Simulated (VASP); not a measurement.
# Zn3O4 (P6/mmm) in VASP: a series of runs

The runs below take Zn3O4 through single point, with PBE.

All numbers are computed with VASP 6.6.1; they aren't measurements. Logs are shortened: lines on timing, memory, paths and dates and some standing lists are left out, and cuts for length are marked.

## (1) The cell of the first run

The structure is hexagonal, space group P6/mmm (No. 191). Conventional cell: a = 4.830 Å, b = 4.830 Å, c = 4.795 Å, α = 90.00°, β = 90.00°, γ = 120.00°. Zn (site symmetry mmm) has 4 Zn at 2.41 Å and 8 O at 2.72 to 2.77 Å within 3.2 Å. O (site symmetry 6mm) has 8 O at 2.30 to 3.02 Å and 6 Zn at 2.72 Å within 3.1 Å. Within 3.7 Å of O (site symmetry -6m2) lie 6 Zn at 2.77 Å and 9 O at 2.79 to 3.02 Å.

The cell was built from a structure type or drawn by symmetry, and may not be a known phase.

## (2) Single point, PBE

INCAR reads:

```
SYSTEM = Zn3O4
PREC = Accurate
ENCUT = 520
EDIFF = 1E-7
ISMEAR = 0
SIGMA = 0.1
LREAL = .False.
LASPH = .True.
NELM = 60
ALGO = Normal
ISIF = 2
LWAVE = .False.
LCHARG = .False.
GGA = PE
NBANDS = 39
```

KPOINTS reads:

```
regular mesh
0
Gamma
  6 6 4
  0 0 0
```

POSCAR reads:

```
Zn3O4
1.0
    4.8298117500      0.0000000000      0.0000000000
   -2.4149058800      4.1827396700      0.0000000000
    0.0000000000      0.0000000000      4.7945086500
Zn O
3 4
Direct
    0.0000000000      0.5000000000      0.0000000000
    0.5000000000      0.0000000000      0.0000000000
    0.5000000000      0.5000000000      0.0000000000
    0.0000000000      0.0000000000      0.2603348200
    0.0000000000      0.0000000000      0.7396651800
    0.3333333300      0.6666666700      0.5000000000
    0.6666666700      0.3333333300      0.5000000000
```

Potentials or basis: VASP PAW PBE potentials, release 64 (Zn, O).

Run with:

```console
$ cat potpaw_PBE.64/Zn/POTCAR potpaw_PBE.64/O/POTCAR > POTCAR
$ mpirun -np 1 vasp_std > vasp.out
```

OUTCAR:

```text
SYSTEM = Zn3O4
   PREC = Accurate
   ENCUT = 520
   EDIFF = 1E-7
   ISMEAR = 0
   LREAL = .False.
   LASPH = .True.
   NELM = 60
   ISIF = 2
   GGA = PE

 ion  position               nearest neighbor table
   1  0.000  0.500  0.000-   2 2.41   2 2.41   3 2.41   3 2.41
   2  0.500  0.000  0.000-   1 2.41   1 2.41   3 2.41   3 2.41
   3  0.500  0.500  0.000-   1 2.41   1 2.41   2 2.41   2 2.41
   4  0.000  0.000  0.260-
   5  0.000  0.000  0.740-
   6  0.333  0.667  0.500-
   7  0.667  0.333  0.500-

  LATTYP: Found a hexagonal cell.
 ALAT       =     4.8298117500
 C/A-ratio  =     0.9926905847

  Lattice vectors:

 A1 = (   4.8298117500,   0.0000000000,   0.0000000000)
 A2 = (  -2.4149058800,   4.1827396700,   0.0000000000)
 A3 = (   0.0000000000,   0.0000000000,   4.7945086500)

Analysis of symmetry for initial positions (statically):
=====================================================================
 Subroutine PRICEL returns:
 Original cell was already a primitive cell.

 Routine SETGRP: Setting up the symmetry group for a
 hexagonal supercell.

 Subroutine GETGRP returns: Found 24 space group operations
 (whereof 24 operations were pure point group operations)
 out of a pool of 24 trial point group operations.

The static configuration has the point symmetry D_6h.

Analysis of symmetry for dynamics (positions and initial velocities):
=====================================================================
 Subroutine PRICEL returns:
 Original cell was already a primitive cell.

 Routine SETGRP: Setting up the symmetry group for a
 hexagonal supercell.

 Subroutine GETGRP returns: Found 24 space group operations
 (whereof 24 operations were pure point group operations)
 out of a pool of 24 trial point group operations.

The dynamic configuration has the point symmetry D_6h.

 Subroutine INISYM returns: Found 24 space group operations
 (whereof 24 operations are pure point group operations),
 and found     1 'primitive' translations

----------------------------------------------------------------------------------------

                                     Primitive cell

  volume of cell :      96.8579

  direct lattice vectors                    reciprocal lattice vectors
     4.829811750  0.000000000  0.000000000     0.207047407  0.119538877  0.000000000
    -2.414905880  4.182739670  0.000000000     0.000000000  0.239077753  0.000000000
     0.000000000  0.000000000  4.794508650     0.000000000  0.000000000  0.208571946

  length of vectors
     4.829811750  4.829811752  4.794508650     0.239077753  0.239077753  0.208571946

  position of ions in fractional coordinates (direct lattice)
     0.000000000  0.500000000  0.000000000
     0.500000000  0.000000000  0.000000000
     0.500000000  0.500000000  0.000000000
     0.000000000  0.000000000  0.260334820
     0.000000000  0.000000000  0.739665180
     0.333333330  0.666666670  0.500000000
     0.666666670  0.333333330  0.500000000

  ion indices of the primitive-cell ions
   primitive index   ion index
                 1           1
                 2           2
                 3           3
                 4           4
                 5           5
                 6           6
                 7           7

----------------------------------------------------------------------------------------

 KPOINTS: regular mesh

Automatic generation of k-mesh.
 Grid dimensions read from file:
 generate k-points for:    6    6    4

 Generating k-lattice:

  Cartesian coordinates                     Fractional coordinates (reciprocal lattice)
     0.034507901  0.019923146  0.000000000     0.166666667 -0.000000000  0.000000000
     0.000000000  0.039846292  0.000000000     0.000000000  0.166666667  0.000000000
     0.000000000  0.000000000  0.052142987     0.000000000  0.000000000  0.250000000

  Length of vectors
     0.039846292  0.039846292  0.052142987

  Shift w.r.t. Gamma in fractional coordinates (k-lattice)
     0.000000000  0.000000000  0.000000000

 Subroutine IBZKPT returns following result:
 ===========================================

 Found     21 irreducible k-points:

 Following reciprocal coordinates:
            Coordinates               Weight
  0.000000  0.000000  0.000000      1.000000
  0.166667  0.000000  0.000000      6.000000
  0.333333  0.000000  0.000000      6.000000
  0.500000 -0.000000  0.000000      3.000000
  0.166667  0.166667  0.000000      6.000000
  0.333333  0.166667  0.000000     12.000000
[... 13 lines left out ...]
  0.333333  0.166667  0.500000     12.000000
  0.333333  0.333333  0.500000      2.000000
   k-points           NKPTS =     21   k-points in BZ     NKDIM =     21   number of bands    NBANDS=     39
   number of dos      NEDOS =    301   number of ions     NIONS =      7
   total plane-waves  NPLWV =  46656
   dimension x,y,z NGX =    36 NGY =   36 NGZ =   36
   dimension x,y,z NGXF=    72 NGYF=   72 NGZF=   72
   ions per type =               3   4
   NGX,Y,Z   is equivalent  to a cutoff of  12.39, 12.39, 12.48 a.u.
   NGXF,Y,Z  is equivalent  to a cutoff of  24.78, 24.78, 24.97 a.u.
 SYSTEM =  Zn3O4
   PREC   = accura    normal or accurate (medium, high low for compatibility)
   ISTART =      0    job   : 0-new  1-cont  2-samecut
   ICHARG =      2    charge: 1-file 2-atom 10-const
   ISPIN  =      1    spin polarized calculation?
   LNONCOLLINEAR =      F non collinear calculations
   LSORBIT =      F    spin-orbit coupling
   LASPH  =      T    aspherical Exc in radial PAW
   ENCUT  =  520.0 eV  38.22 Ry    6.18 a.u.   8.98  8.98  8.91*2*pi/ulx,y,z
   NELM   =     60;   NELMIN=  2; NELMDL= -5     # of ELM steps
   EDIFF  = 0.1E-06   stopping-criterion for ELM
   LREAL  =      F    real-space projection
   EDIFFG = 0.1E-05   stopping-criterion for IOM
   NSW    =      0    number of steps for IOM
   IBRION =     -1    ionic relax: 0-MD 1-quasi-New 2-CG
   NFREE  =      0    steps in history (QN), initial steepest desc. (CG)
   ISIF   =      2    stress and relaxation
   ISYM   =      2    0-nonsym 1-usesym 2-fastsym
   POTIM  = 0.5000    time-step for ionic-motion
   TEBEG  =    0.0;   TEEND  =   0.0 temperature during run
   PSTRESS=    0.0 pullay stress
   NELECT =      60.0000    total number of electrons
   NUPDOWN=      -1.0000    fix difference up-down
   EMIN   =  10.00;   EMAX   =-10.00  energy-range for DOS
   EFERMI =   0.00;   METHOD = LEGACY
   ISMEAR =     0;   SIGMA  =   0.10  broadening in eV -4-tet -1-fermi 0-gaus
   EFERMI_NEDOS =   21; number of points for ismear=-14 and -15
   IALGO  =     38    algorithm
   IMIX   =      4    mixing-type and parameters
     AMIX     =   0.40;   BMIX     =  1.00
     AMIX_MAG =   1.60;   BMIX_MAG =  1.00
  volume/ion in A,a.u.               =      13.84        93.38
  Fermi-wavevector in a.u.,A,eV,Ry     =   1.395555  2.637216 26.498339  1.947573
  Thomas-Fermi vector in A             =   2.518995
   LORBIT       =      0    0 simple, 1 ext, 2 COOP (PROOUT), +10 PAW based schemes
   GGA     = PE    functional components
   LHFCALC =     F    Hartree Fock is set to
   AEXX    =    0.0000 exact exchange contribution
   IVDW    =     0    specifies the selected vdW correction
   LEPSILON=     F    determine dielectric tensor
   LRPA    =     F    only Hartree local field effects (RPA)
 non-spin polarized calculation
 Gauss-broadening in eV      SIGMA  =   0.10
  energy-cutoff  :      520.00
  volume of cell :       96.86
 maximum number of plane-waves:      2646
 NGX is ok and might be reduce to    36
   NGX = 17   NGY = 17   NGZ = 17

 number of electron      60.0000039 magnetization

 Free energy of the ion-electron system (eV)
  ---------------------------------------------------
  ext. energy  EPLUGINS =         0.00000000
  ---------------------------------------------------
  free energy    TOTEN  =       -16.89563471 eV

  energy without entropy =      -16.83757372  energy(sigma->0) =      -16.86660422

 E-fermi :  -0.2623     XC(G=0): -10.3383

 val. band max:       -0.2655061743   @ k =   0.3333   0.0000   0.2500
 cond. band min:      -0.2613083212   @ k =   0.3333   0.1667   0.2500
 fundamental gap:      0.0041978531
 Fermi energy:        -0.2623252190

 k-point     1 :       0.0000    0.0000    0.0000
  band No.  band energies     occupation
      1     -17.0893      2.00000
      2     -16.2070      2.00000
      3     -15.7675      2.00000
      4     -15.5582      2.00000
      5      -8.5948      2.00000
      6      -7.6952      2.00000
[... 31 lines left out ...]
     38       6.0299      0.00000
     39       8.8267      0.00000

 k-point     2 :       0.1667    0.0000    0.0000
  band No.  band energies     occupation
      1     -17.0364      2.00000
      2     -16.2199      2.00000
      3     -15.8116      2.00000
      4     -15.5582      2.00000
      5      -8.4675      2.00000
      6      -7.6762      2.00000
[... 31 lines left out ...]
     38       6.1986      0.00000
     39       8.6436      0.00000

 k-point     3 :       0.3333    0.0000    0.0000
  band No.  band energies     occupation
      1     -16.9150      2.00000
      2     -16.2437      2.00000
      3     -15.9183      2.00000
      4     -15.5582      2.00000
      5      -8.1668      2.00000
      6      -7.5998      2.00000
[... 31 lines left out ...]
     38       8.1161      0.00000
     39       8.4009      0.00000

 k-point     4 :       0.5000   -0.0000    0.0000
  band No.  band energies     occupation
      1     -16.8421      2.00000
      2     -16.2535      2.00000
      3     -15.9862      2.00000
      4     -15.5580      2.00000
      5      -7.9986      2.00000
      6      -7.4382      2.00000
[... 31 lines left out ...]
     38       8.9185      0.00000
     39       9.2545      0.00000
[... 628 lines left out ...]
     38       7.9861      0.00000
     39       8.1121      0.00000

 k-point    20 :       0.3333    0.1667    0.5000
  band No.  band energies     occupation
      1     -16.3653      2.00000
      2     -16.2260      2.00000
      3     -16.1429      2.00000
      4     -15.9818      2.00000
      5      -7.9988      2.00000
      6      -7.5270      2.00000
[... 31 lines left out ...]
     38       7.4700      0.00000
     39       9.9005      0.00000

 k-point    21 :       0.3333    0.3333    0.5000
  band No.  band energies     occupation
      1     -16.2675      2.00000
      2     -16.2200      2.00000
      3     -16.1147      2.00000
      4     -16.1147      2.00000
      5      -7.5858      2.00000
      6      -7.5858      2.00000
[... 31 lines left out ...]
     38       6.6521      0.00000
     39       9.5238      0.00000

------------------------ aborting loop because EDIFF is reached ----------------------------------------

  FORCE on cell =-STRESS in cart. coord.  units (eV):
  Direction    XX          YY          ZZ          XY          YZ          ZX
  --------------------------------------------------------------------------------------
  -------------------------------------------------------------------------------------
  Total       -0.8853935     -0.8853935    -20.2398492      0.0000000      0.0000000      0.0000000
  in kB      -14.6457545    -14.6457545   -334.7978880      0.0000000      0.0000000      0.0000000
  external PRESSURE =    -121.3631324 kB  Pullay stress =       0.0000000 kB

 VOLUME and BASIS-vectors are now :
 -----------------------------------------------------------------------------
  energy-cutoff  :      520.00
  volume of cell :       96.86
      direct lattice vectors                 reciprocal lattice vectors
     4.829811750  0.000000000  0.000000000     0.207047407  0.119538877  0.000000000
    -2.414905880  4.182739670  0.000000000     0.000000000  0.239077753  0.000000000
     0.000000000  0.000000000  4.794508650     0.000000000  0.000000000  0.208571946

 POSITION                                       TOTAL-FORCE (eV/Angst)
 -----------------------------------------------------------------------------------
     -1.20745      2.09137      0.00000         0.000000      0.000000     -0.000000
      2.41491      0.00000      0.00000         0.000000      0.000000     -0.000000
      1.20745      2.09137      0.00000         0.000000      0.000000     -0.000000
      0.00000      0.00000      1.24818         0.000000      0.000000     -0.792650
      0.00000      0.00000      3.54633         0.000000     -0.000000      0.792650
     -0.00000      2.78849      2.39725         0.000000     -0.000000      0.000000
      2.41491      1.39425      2.39725        -0.000000      0.000000     -0.000000
 -----------------------------------------------------------------------------------
    total drift:                                0.000000      0.000000     -0.000000

  FREE ENERGIE OF THE ION-ELECTRON SYSTEM (eV)
  ---------------------------------------------------
  free  energy   TOTEN  =       -16.8956347112 eV

  energy  without entropy=      -16.8375737225  energy(sigma->0) =      -16.86660422
```

Run time: 45 s. Hardware: 1 thread of AMD EPYC 9R45 (Zen 5), shared host; peak memory 0.2 GiB.

Results:

```
Free energy            : -16.8956 eV
Pressure               : -12.1 GPa
Largest force          : 0.793 eV/Å
Band gap on the k mesh : zero (bands 30 and 31 overlap by 0.38 eV)
```

Forces in eV/Å, atoms in the order of the input:
```
Zn   0.000  0.000  0.000
Zn   0.000  0.000  0.000
Zn   0.000  0.000  0.000
O    0.000  0.000 -0.793
O    0.000  0.000  0.793
O    0.000  0.000  0.000
O    0.000  0.000  0.000
```

Stress tensor (GPa, compression positive):
```
 -1.46   0.00   0.00
  0.00  -1.46   0.00
  0.00   0.00 -33.48
```

Levels at points of the mesh, in eV from the Fermi level:
```csv
k point,band 27,band 28,band 29,band 30,band 31,band 32,band 33,band 34
"(0.00, 0.00, 0.00)",-1.01,-0.51,-0.51,0.11,0.11,0.35,1.03,4.48
"(0.50, 0.00, 0.00)",-0.77,-0.64,-0.39,-0.29,-0.03,0.01,1.06,3.70
"(0.00, 0.00, 0.50)",-1.43,-1.32,-1.10,0.26,0.26,0.65,2.03,3.70
"(0.50, 0.00, 0.50)",-0.91,-0.61,-0.40,-0.20,0.01,0.73,0.94,3.56
```

Caveat: the cell stands under tension; semilocal functionals underestimate gaps, so a narrow gap can read as zero.

## (3) Single point, PBE

This run uses another cell than the first one, of 11.69 Å³/atom.

INCAR reads:

```
PREC = Accurate
ENCUT = 520
EDIFF = 1E-6
ISMEAR = 0
SIGMA = 0.1
LREAL = False
LASPH = True
NELM = 100
ALGO = Normal
ISIF = 2
LWAVE = False
LCHARG = True
GGA = PE
LELF = True
LVHAR = True
NBANDS = 39
```

KPOINTS reads:

```
regular mesh
0
Gamma
  6 6 6
```

POSCAR reads:

```
Zn3O4
1.0
    5.4034902451      0.0000000000      0.0000000000
   -2.7017451226      4.6795598214      0.0000000000
    0.0000000000      0.0000000000      3.2359944571
Zn O
3 4
Direct
    0.0000000000      0.5000000000      0.0000000000
    0.5000000000      0.0000000000      0.0000000000
    0.5000000000      0.5000000000      0.0000000000
    0.0000000000      0.0000000000      0.2087979439
    0.0000000000      0.0000000000      0.7912020561
    0.3333333333      0.6666666667      0.5000000000
    0.6666666667      0.3333333333      0.5000000000
```

Potentials or basis: VASP PAW PBE potentials, release 64 (Zn, O).

Run with:

```console
$ cat potpaw_PBE.64/Zn/POTCAR potpaw_PBE.64/O/POTCAR > POTCAR
$ mpirun -np 1 vasp_std > vasp.out
```

Run time: 49 s. Hardware: 1 thread of AMD EPYC 9R45 (Zen 5), shared host; peak memory 0.19 GiB.

Results (log left out):

- Free energy: -25.0273 eV
- Pressure: 0.4 GPa
- Largest force: 0.441 eV/Å
- Band gap on the k mesh: zero (bands 30 and 31 overlap by 0.60 eV)

Forces on the atoms (eV/Å):
```
Zn   0.000  0.000  0.000
Zn   0.000  0.000  0.000
Zn   0.000  0.000  0.000
O    0.000  0.000  0.441
O    0.000  0.000 -0.441
O    0.000  0.000  0.000
O    0.000  0.000  0.000
```

Stress tensor (GPa, compression positive):
```
0.15 0.00 0.00
0.00 0.15 0.00
0.00 0.00 0.99
```

Levels at points of the mesh, in eV from the Fermi level:
```tsv
k point	band 27	band 28	band 29	band 30	band 31	band 32	band 33	band 34
(0.00, 0.00, 0.00)	-3.73	-3.30	-2.59	0.39	0.39	2.08	3.77	3.77
(0.50, 0.00, 0.00)	-3.62	-3.21	-0.81	-0.32	0.35	0.36	2.71	3.85
(0.00, 0.00, 0.50)	-2.84	-2.84	-1.32	-1.32	1.52	1.52	2.04	3.77
(0.50, 0.00, 0.50)	-2.97	-2.63	-1.57	-1.37	0.44	1.38	2.57	4.64
```

Caveat: semilocal functionals underestimate gaps, so a narrow gap can read as zero.

## (4) Single point, PBE

This run uses another cell than the first one, of 11.77 Å³/atom.

INCAR reads:

```
  PREC = Accurate
  ENCUT = 520
  EDIFF = 1E-6
  ISMEAR = 0
  SIGMA = 0.2
  LREAL = False
  LASPH = True
  NELM = 100
  ALGO = Normal
  ISIF = 2
  LWAVE = False
  LCHARG = False
  GGA = PE
  NBANDS = 39
```

KPOINTS is that of step 3.

POSCAR reads:

```
Zn3O4
1.0
    0.0000000000      0.0000000000      3.2227897439
    5.4341990936      0.0000000000      0.0000000000
   -2.7170995468      4.7061544643      0.0000000000
Zn O
3 4
Direct
    0.0000000000      0.0000000000      0.5000000000
    0.0000000000      0.5000000000      0.0000000000
    0.0000000000      0.5000000000      0.5000000000
    0.2084283560      0.0000000000      0.0000000000
    0.7915716440      0.0000000000      0.0000000000
    0.5000000000      0.3333333333      0.6666666667
    0.5000000000      0.6666666667      0.3333333333
```

Run with:

```console
$ cat potpaw_PBE.64/Zn/POTCAR potpaw_PBE.64/O/POTCAR > POTCAR
$ mpirun -np 1 vasp_std > vasp.out
```

Wall time 44 s (1 thread of AMD EPYC 9R45 (Zen 5), shared host); peak memory 0.19 GiB.

Results (log left out):

- Free energy: -25.0505 eV
- Pressure: 0.5 GPa
- Largest force: 0.458 eV/Å
- Band gap on the k mesh: zero (bands 30 and 31 overlap by 0.59 eV)

Forces in eV/Å, atoms in the order of the input:
```
Zn   0.000  0.000  0.000
Zn   0.000  0.000  0.000
Zn   0.000  0.000  0.000
O    0.000  0.000  0.458
O    0.000  0.000 -0.458
O    0.000  0.000  0.000
O    0.000  0.000  0.000
```

Stress tensor (GPa, compression positive):
```
-0.21  0.00  0.00
 0.00 -0.21  0.00
 0.00  0.00  1.94
```

Levels at points of the mesh, in eV from the Fermi level:
```tsv
k point	band 26	band 27	band 28	band 29	band 30	band 31	band 32	band 33	band 34	band 35
(0.00, 0.00, 0.00)	-3.82	-3.82	-3.33	-2.62	0.36	0.36	2.13	3.67	3.67	4.45
(0.50, 0.00, 0.00)	-2.97	-2.88	-2.88	-1.39	-1.39	1.45	1.45	2.01	3.66	4.13
(0.00, 0.50, 0.00)	-3.90	-3.69	-3.22	-0.86	-0.33	0.32	0.32	2.63	3.75	5.95
(0.50, 0.50, 0.00)	-3.61	-3.05	-2.68	-1.63	-1.44	0.41	1.29	2.52	4.62	5.26
```

Caveat: semilocal functionals underestimate gaps, so a narrow gap can read as zero.

## (5) Overview

```tsv
cell	k mesh	smearing	gap on the mesh (eV)	pressure (GPa)	largest force (eV/Å)
a = 4.830, b = 4.830, c = 4.795 Å, angles 90.0, 90.0, 120.0°, 7 atoms, atomic positions A	6 × 6 × 4	gaussian 0.1 eV	none	-12.1	0.79
a = 5.403, b = 5.403, c = 3.236 Å, angles 90.0, 90.0, 120.0°, 7 atoms, atomic positions B	6 × 6 × 6	gaussian 0.1 eV	none	0.4	0.44
a = 3.223, b = 5.434, c = 5.434 Å, angles 120.0, 90.0, 90.0°, 7 atoms, atomic positions C	6 × 6 × 6	gaussian 0.2 eV	none	0.5	0.46
```

Alike in all rows: task single point; level PBE; potentials or basis VASP PAW PBE potentials, release 64 (Zn, O); no spin polarisation; cutoff (eV) 520.

Caveats: semilocal functionals underestimate gaps, so a narrow gap can read as zero; the cell stands under tension (at least some runs).

Total energies depend on the potentials used, so only differences within one code and one set of settings carry meaning.
